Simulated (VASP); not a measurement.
# Co in VASP: further runs

Runs on Co. Level: PBE. Tasks: single point.

Everything below comes from runs of VASP 6.6.1. Logs are shortened: lines on timing, memory, paths and dates and some standing lists are left out, and cuts for length are marked.

### Step 1. The cell of the first run

Symmetry: Fm-3m, No. 225, cubic system. The conventional cell has a = 3.520 Å, b = 3.520 Å, c = 3.520 Å, α = 90.00°, β = 90.00°, γ = 90.00°. Co (site symmetry m-3m) has 12 Co at 2.49 Å within 3.3 Å.

This isn't the form of Co at room conditions, which is hcp.

### Step 2. Single point, PBE, collinear spin, ferromagnetic start

INCAR

```
SYSTEM = Co
  PREC = Accurate
  ENCUT = 520
  EDIFF = 1E-6
  ISMEAR = 0
  SIGMA = 0.1
  LREAL = .False.
  LASPH = .True.
  NELM = 150
  ALGO = Normal
  ISIF = 2
  LWAVE = .False.
  LCHARG = .False.
  ISPIN = 2
  MAGMOM = 1.94
  LORBIT = 11
  LMAXMIX = 4
  GGA = PE
  NBANDS = 14
```

KPOINTS

```
Automatic mesh
0
Gamma
  20 20 20
  0 0 0
```

POSCAR

```
Co
1.0
    0.0000000000      1.7600719544      1.7600719544
    1.7600719544      0.0000000000      1.7600719544
    1.7600719544      1.7600719544      0.0000000000
Co
1
Direct
    0.0000000000      0.0000000000      0.0000000000
```

Potentials or basis: VASP PAW PBE potentials, release 64 (Co).

Run with:

```
> cat potpaw_PBE.64/Co/POTCAR > POTCAR
> mpirun -np 1 vasp_std > vasp.out
```

OUTCAR:

```text
SYSTEM = Co
   PREC = Accurate
   ENCUT = 520
   EDIFF = 1E-6
   ISMEAR = 0
   LREAL = .False.
   LASPH = .True.
   NELM = 150
   ISIF = 2
   ISPIN = 2
   LORBIT = 11
   GGA = PE

 ion  position               nearest neighbor table
   1  0.000  0.000  0.000-

  LATTYP: Found a face centered cubic cell.
 ALAT       =     3.5201439088

  Lattice vectors:

 A1 = (   0.0000000000,   1.7600719544,   1.7600719544)
 A2 = (   1.7600719544,   0.0000000000,   1.7600719544)
 A3 = (   1.7600719544,   1.7600719544,   0.0000000000)

Analysis of symmetry for initial positions (statically):
=====================================================================
 Subroutine PRICEL returns:
 Original cell was already a primitive cell.

 Routine SETGRP: Setting up the symmetry group for a
 face centered cubic supercell.

 Subroutine GETGRP returns: Found 48 space group operations
 (whereof 48 operations were pure point group operations)
 out of a pool of 48 trial point group operations.

The static configuration has the point symmetry O_h .

Analysis of symmetry for dynamics (positions and initial velocities):
=====================================================================
 Subroutine PRICEL returns:
 Original cell was already a primitive cell.

 Routine SETGRP: Setting up the symmetry group for a
 face centered cubic supercell.

 Subroutine GETGRP returns: Found 48 space group operations
 (whereof 48 operations were pure point group operations)
 out of a pool of 48 trial point group operations.

The dynamic configuration has the point symmetry O_h .

Analysis of structural, dynamic, and magnetic symmetry:
=====================================================================
 Subroutine PRICEL returns:
 Original cell was already a primitive cell.

 Routine SETGRP: Setting up the symmetry group for a
 face centered cubic supercell.

 Subroutine GETGRP returns: Found 48 space group operations
 (whereof 48 operations were pure point group operations)
 out of a pool of 48 trial point group operations.

The overall configuration has the point symmetry O_h .

 Subroutine INISYM returns: Found 48 space group operations
 (whereof 48 operations are pure point group operations),
 and found     1 'primitive' translations

----------------------------------------------------------------------------------------

                                     Primitive cell

  volume of cell :      10.9049

  direct lattice vectors                    reciprocal lattice vectors
     0.000000000  1.760071954  1.760071954    -0.284079295  0.284079295  0.284079295
     1.760071954  0.000000000  1.760071954     0.284079295 -0.284079295  0.284079295
     1.760071954  1.760071954  0.000000000     0.284079295  0.284079295 -0.284079295

  length of vectors
     2.489117629  2.489117629  2.489117629     0.492039772  0.492039772  0.492039772

  position of ions in fractional coordinates (direct lattice)
     0.000000000  0.000000000  0.000000000

  ion indices of the primitive-cell ions
   primitive index   ion index
                 1           1

----------------------------------------------------------------------------------------

 KPOINTS: Automatic mesh

Automatic generation of k-mesh.
 Grid dimensions read from file:
 generate k-points for:   20   20   20

 Generating k-lattice:

  Cartesian coordinates                     Fractional coordinates (reciprocal lattice)
    -0.014203965  0.014203965  0.014203965     0.050000000  0.000000000  0.000000000
     0.014203965 -0.014203965  0.014203965     0.000000000  0.050000000  0.000000000
     0.014203965  0.014203965 -0.014203965     0.000000000  0.000000000  0.050000000

  Length of vectors
     0.024601989  0.024601989  0.024601989

  Shift w.r.t. Gamma in fractional coordinates (k-lattice)
     0.000000000  0.000000000  0.000000000

 Subroutine IBZKPT returns following result:
 ===========================================

 Found    256 irreducible k-points:

 Following reciprocal coordinates:
            Coordinates               Weight
  0.000000  0.000000  0.000000      1.000000
  0.050000  0.000000  0.000000      8.000000
  0.100000  0.000000  0.000000      8.000000
  0.150000  0.000000  0.000000      8.000000
  0.200000  0.000000  0.000000      8.000000
  0.250000  0.000000  0.000000      8.000000
[... 16 lines left out ...]
 -0.400000  0.050000  0.000000     24.000000
 -0.350000  0.050000  0.000000     24.000000
 [... further k-points ...]
   k-points           NKPTS =    256   k-points in BZ     NKDIM =    256   number of bands    NBANDS=     14
   number of dos      NEDOS =    301   number of ions     NIONS =      1
   total plane-waves  NPLWV =   8000
   dimension x,y,z NGX =    20 NGY =   20 NGZ =   20
   dimension x,y,z NGXF=    40 NGYF=   40 NGZF=   40
   ions per type =               1
   NGX,Y,Z   is equivalent  to a cutoff of  13.36, 13.36, 13.36 a.u.
   NGXF,Y,Z  is equivalent  to a cutoff of  26.72, 26.72, 26.72 a.u.
 SYSTEM =  Co
   PREC   = accura    normal or accurate (medium, high low for compatibility)
   ISTART =      0    job   : 0-new  1-cont  2-samecut
   ICHARG =      2    charge: 1-file 2-atom 10-const
   ISPIN  =      2    spin polarized calculation?
   LNONCOLLINEAR =      F non collinear calculations
   LSORBIT =      F    spin-orbit coupling
   LASPH  =      T    aspherical Exc in radial PAW
   ENCUT  =  520.0 eV  38.22 Ry    6.18 a.u.   4.63  4.63  4.63*2*pi/ulx,y,z
   NELM   =    150;   NELMIN=  2; NELMDL= -5     # of ELM steps
   EDIFF  = 0.1E-05   stopping-criterion for ELM
   LREAL  =      F    real-space projection
   EDIFFG = 0.1E-04   stopping-criterion for IOM
   NSW    =      0    number of steps for IOM
   IBRION =     -1    ionic relax: 0-MD 1-quasi-New 2-CG
   NFREE  =      0    steps in history (QN), initial steepest desc. (CG)
   ISIF   =      2    stress and relaxation
   ISYM   =      2    0-nonsym 1-usesym 2-fastsym
   POTIM  = 0.5000    time-step for ionic-motion
   TEBEG  =    0.0;   TEEND  =   0.0 temperature during run
   PSTRESS=    0.0 pullay stress
   NELECT =       9.0000    total number of electrons
   NUPDOWN=      -1.0000    fix difference up-down
   EMIN   =  10.00;   EMAX   =-10.00  energy-range for DOS
   EFERMI =   0.00;   METHOD = LEGACY
   ISMEAR =     0;   SIGMA  =   0.10  broadening in eV -4-tet -1-fermi 0-gaus
   EFERMI_NEDOS =   21; number of points for ismear=-14 and -15
   IALGO  =     38    algorithm
   IMIX   =      4    mixing-type and parameters
     AMIX     =   0.40;   BMIX     =  1.00
     AMIX_MAG =   1.60;   BMIX_MAG =  1.00
  volume/ion in A,a.u.               =      10.90        73.59
  Fermi-wavevector in a.u.,A,eV,Ry     =   1.535613  2.901889 32.084017  2.358109
  Thomas-Fermi vector in A             =   2.642377
   LORBIT       =     11    0 simple, 1 ext, 2 COOP (PROOUT), +10 PAW based schemes
   GGA     = PE    functional components
   LHFCALC =     F    Hartree Fock is set to
   AEXX    =    0.0000 exact exchange contribution
   IVDW    =     0    specifies the selected vdW correction
   LEPSILON=     F    determine dielectric tensor
   LRPA    =     F    only Hartree local field effects (RPA)
 spin polarized calculation
 Gauss-broadening in eV      SIGMA  =   0.10
  energy-cutoff  :      520.00
  volume of cell :       10.90
 maximum number of plane-waves:       305
   NGX =  9   NGY =  9   NGZ =  9

 number of electron       8.9999997 magnetization       1.6355656

 Free energy of the ion-electron system (eV)
  ---------------------------------------------------
  ext. energy  EPLUGINS =         0.00000000
  ---------------------------------------------------
  free energy    TOTEN  =        -7.02240240 eV

  energy without entropy =       -7.01642871  energy(sigma->0) =       -7.01941556

 E-fermi :  10.2856     XC(G=0): -13.3747

 val. band max:       10.2815555358   @ k =   0.3000   0.2000   0.0500
 cond. band min:      10.2898620181   @ k =   0.3500   0.2000   0.1000
 fundamental gap:      0.0083064823
 Fermi energy:        10.2855891887

 spin component 1

 k-point     1 :       0.0000    0.0000    0.0000
  band No.  band energies     occupation
      1       1.2962      1.00000
      2       7.5730      1.00000
      3       7.5730      1.00000
      4       7.5730      1.00000
      5       8.5991      1.00000
      6       8.5991      1.00000
      7      33.2794      0.00000
      8      37.5848      0.00000
      9      37.5848      0.00000
     10      37.5848      0.00000
     11      40.7680      0.00000
     12      40.7680      0.00000
     13      40.7680      0.00000
     14      43.3184      0.00000
[... 375 lines left out ...]
 k-point    24 :      -0.3500    0.0500    0.0000
  band No.  band energies     occupation
      1       4.8879      1.00000
      2       7.5285      1.00000
      3       7.5805      1.00000
      4       7.9895      1.00000
      5       9.1234      1.00000
      6       9.5316      1.00000
      7      19.7414      0.00000
      8      31.6410      0.00000
      9      34.2072      0.00000
     10      36.3713      0.00000
     11      38.0034      0.00000
     12      39.8050      0.00000
     13      44.0264      0.00000
     14      46.8818      0.00000

 [... further k-points ...]

 spin component 2

 k-point     1 :       0.0000    0.0000    0.0000
  band No.  band energies     occupation
      1       1.3115      1.00000
      2       9.1426      1.00000
      3       9.1426      1.00000
      4       9.1426      1.00000
      5      10.5914      0.00001
      6      10.5914      0.00001
      7      32.9591      0.00000
      8      37.7417      0.00000
      9      37.7417      0.00000
     10      37.7417      0.00000
     11      41.0679      0.00000
     12      41.0679      0.00000
     13      41.0679      0.00000
     14      42.9687      0.00000
[... 375 lines left out ...]
 k-point    24 :      -0.3500    0.0500    0.0000
  band No.  band energies     occupation
      1       5.4103      1.00000
      2       8.7697      1.00000
      3       9.2185      1.00000
      4       9.2905      1.00000
      5      10.9931      0.00000
      6      11.3398      0.00000
      7      20.3919      0.00000
      8      31.5500      0.00000
      9      34.3976      0.00000
     10      36.7270      0.00000
     11      38.2764      0.00000
     12      40.0194      0.00000
     13      44.4189      0.00000
     14      50.1639      0.00000

 [... further k-points ...]

------------------------ aborting loop because EDIFF is reached ----------------------------------------

  FORCE on cell =-STRESS in cart. coord.  units (eV):
  Direction    XX          YY          ZZ          XY          YZ          ZX
  --------------------------------------------------------------------------------------
  -------------------------------------------------------------------------------------
  Total       -0.0443511     -0.0443511     -0.0443511     -0.0000000     -0.0000000      0.0000000
  in kB       -6.5161923     -6.5161923     -6.5161923     -0.0000000     -0.0000000      0.0000000
  external PRESSURE =      -6.5161923 kB  Pullay stress =       0.0000000 kB

 VOLUME and BASIS-vectors are now :
 -----------------------------------------------------------------------------
  energy-cutoff  :      520.00
  volume of cell :       10.90
      direct lattice vectors                 reciprocal lattice vectors
     0.000000000  1.760071954  1.760071954    -0.284079295  0.284079295  0.284079295
     1.760071954  0.000000000  1.760071954     0.284079295 -0.284079295  0.284079295
     1.760071954  1.760071954  0.000000000     0.284079295  0.284079295 -0.284079295

 POSITION                                       TOTAL-FORCE (eV/Angst)
 -----------------------------------------------------------------------------------
      0.00000      0.00000      0.00000         0.000000     -0.000000      0.000000
 -----------------------------------------------------------------------------------
    total drift:                                0.000000      0.000000      0.000000

  FREE ENERGIE OF THE ION-ELECTRON SYSTEM (eV)
  ---------------------------------------------------
  free  energy   TOTEN  =        -7.0224023990 eV

  energy  without entropy=       -7.0164287133  energy(sigma->0) =       -7.01941556

 total charge

# of ion       s       p       d       tot
------------------------------------------
    1        0.488   0.519   7.255   8.262

 magnetization (x)

# of ion       s       p       d       tot
------------------------------------------
    1       -0.013  -0.049   1.715   1.654
```

Wall time 2.3 min (1 thread of Intel Xeon 8259CL, shared host); peak memory 0.18 GiB.

What came out:

```
Free energy                                           : -7.0224 eV
Pressure                                              : -0.7 GPa
Net moment                                            : 1.64 μB per cell
Site moments                                          : Co +1.65 μB
Valence electrons inside the program's atomic spheres : Co 8.26
```

### Step 3. Single point, PBE, collinear spin, ferromagnetic start

INCAR

```
PREC = Accurate
ENCUT = 520
EDIFF = 1E-6
ISMEAR = 0
SIGMA = 0.1
LREAL = False
LASPH = True
NELM = 150
ALGO = Normal
ISIF = 2
LWAVE = False
LCHARG = True
ISPIN = 2
MAGMOM = 1.94
LORBIT = 11
LMAXMIX = 4
GGA = PE
LVHAR = True
ISYM = 0
NBANDS = 14
KPAR = 4
```

KPOINTS

```
Automatic mesh
0
Gamma
  20 20 20
  0.5 0.5 0.5
```

POSCAR

```
Co
1.0
    0.0015311335      1.7614902750      1.7614902750
    1.7614902750      0.0015311335      1.7614902750
    1.7614902750      1.7614902750      0.0015311335
Co
1
Direct
    0.0000000000      0.0000000000      0.0000000000
```

Potentials or basis: VASP PAW PBE potentials, release 64 (Co).

Run with:

```
> cat potpaw_PBE.64/Co/POTCAR > POTCAR
> mpirun -np 4 vasp_std > vasp.out
```

It took 5.3 min on 4 MPI ranks of Intel Xeon Platinum 8259CL at 2.50GHz (Skylake/Cascade Lake), shared host; peak memory 0.9 GiB.

The run converged. Its results:

```yaml
Free_energy: -7.0218 eV
Pressure: -0.7 GPa
Net_moment: 1.65 μB per cell
Site_moments: Co +1.67 μB
Valence_electrons_inside_the_program's_atomic_spheres: Co 8.26
```

Levels at points of the mesh, in eV from the Fermi level:
Spin up:
| k point | band 1 | band 2 | band 3 | band 4 | band 5 | band 6 | band 7 | band 8 | band 9 | band 10 |
| --- | --- | --- | --- | --- | --- | --- | --- | --- | --- | --- |
| (0.03, 0.03, 0.03) | -8.96 | -2.73 | -2.71 | -2.71 | -1.70 | -1.70 | 22.93 | 26.81 | 27.25 | 27.25 |
Spin down:
```
           k point  band 1  band 2  band 3  band 4  band 5  band 6  band 7  band 8  band 9
(0.03, 0.03, 0.03)   -8.94   -1.16   -1.13   -1.13    0.30    0.30   22.63   26.97   27.42
```
